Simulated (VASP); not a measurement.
SnO2 (rutile type), 6 atoms in the cell. The structure is tetragonal, space group P4_2/mnm (No. 136). The conventional cell has a = 4.827 Å, b = 4.827 Å, c = 3.238 Å, α = 90.00°, β = 90.00°, γ = 90.00°. Within 2.8 Å of Sn (site symmetry mmm) lie 6 O at 2.09 Å. Within 2.8 Å of O (site symmetry m2m) lie 3 Sn at 2.09 Å and 1 O at 2.64 Å. 

| Property | Result |
| --- | --- |
| Program | VASP 6.6.1 |
| Task | single point |
| Functional | PBE |
| Potentials or basis | VASP PAW PBE potentials, release 64 (Sn_d, O) |
| Cutoff | 520 eV |
| k mesh | 7 × 7 × 11 |
| Occupations | fermi-dirac, width 0.08 eV |
| Spin | no spin polarisation |
| Dipole correction | no |
| Further INCAR settings | ALGO = Normal; EDIFF = 1e-06; NBANDS = 35 |

Potentials or basis: VASP PAW PBE potentials, release 64 (Sn_d, O).

The run is started by

```console
$ cat potpaw_PBE.64/Sn_d/POTCAR potpaw_PBE.64/O/POTCAR > POTCAR
$ mpirun -np 1 vasp_std > vasp.out
```

Hardware: 1 thread of Intel(R) Xeon(R) Platinum 8259CL CPU @ 2.50GHz (Skylake/Cascade Lake), with other jobs on the host.

**Question.** Estimate the wall time of this run.

**Answer.** It took 85 s on 1 thread of Intel(R) Xeon(R) Platinum 8259CL CPU @ 2.50GHz (Skylake/Cascade Lake), on a shared host, peak memory 0.26 GiB. Counts: scf iterations 14, k points 60.
